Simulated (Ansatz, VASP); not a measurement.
# Ga4AsP3: VASP beside Ansatz

```
Ga P As
1.0
     3.94855    0.00000    0.00000
     0.00000    3.94855    0.00000
     0.00000    0.00000   11.04481
Ga P As
4 3 1
Direct
  0.50000 0.00000 0.86838
  0.00000 0.50000 0.62282
  0.50000 0.00000 0.37718
  0.00000 0.50000 0.13162
  0.00000 0.00000 0.50000
  0.50000 0.50000 0.25425
  0.50000 0.50000 0.74575
  0.00000 0.00000 0.00000
```

Alike in both runs: functional PBE; k mesh 4 × 4 × 2; occupations gaussian, width 0.1 eV; no spin polarisation.

Ansatz relaxed the structure, and its values are those at the end. VASP's run is a single point on that final structure, the one shown.

|  | VASP | Ansatz |
| --- | --- | --- |
| version | VASP 6.6.1 | Ansatz 0.2.0 |
| potentials or method | VASP PAW PBE potentials, release 64 (Ga_d, P, As), cutoff 520 eV | scalar-relativistic, plane waves, PAW |
| valence electrons in the cell | 72 | 82 |

```csv
,VASP,Ansatz,Ansatz less VASP
gap on the k mesh at the Fermi level (eV),1.17,1.17,+0.001
least direct gap on the mesh (eV),1.17,1.17,+0.001
pressure (GPa),0.2,0.1,-0.04
rms of the force components (eV/Å),0.015,0.011,-0.0042
```

The functional is the same, so the differences come from potentials, cutoffs and numerics. VASP's potentials hold 72 valence electrons a cell and Ansatz's 82, so a difference there can come from the potentials and not from the codes.
